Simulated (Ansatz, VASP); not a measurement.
One calculation of InP, two programs

```
In P
1.0
     0.00000    2.66099    3.00213
     2.66099    0.00000    3.00213
     2.66099    2.66099    0.00000
In P
1 1
Direct
  0.00000 0.00000 0.00000
  0.50000 0.50000 0.50000
```

Alike in both runs: task single point; functional PBE; k mesh 20 × 20 × 20; occupations gaussian, width 0.15 eV; no spin polarisation.

```csv
,VASP,Ansatz
version,VASP 6.6.1,Ansatz 0.2.0
potentials or method,"VASP PAW PBE potentials, release 64 (In_d, P), cutoff 520 eV","scalar-relativistic, plane waves, PAW"
valence electrons in the cell,18,18
```

```tsv
	VASP	Ansatz	Ansatz less VASP
gap on the k mesh at the Fermi level (eV)	none	none	-
pressure (GPa)	1.9	2.0	+0.05
traceless stress, the component that is largest in VASP (GPa)	-6.78	-6.81	-0.025
```

A gap of «none» marks a metal or a gap that the smearing closes.
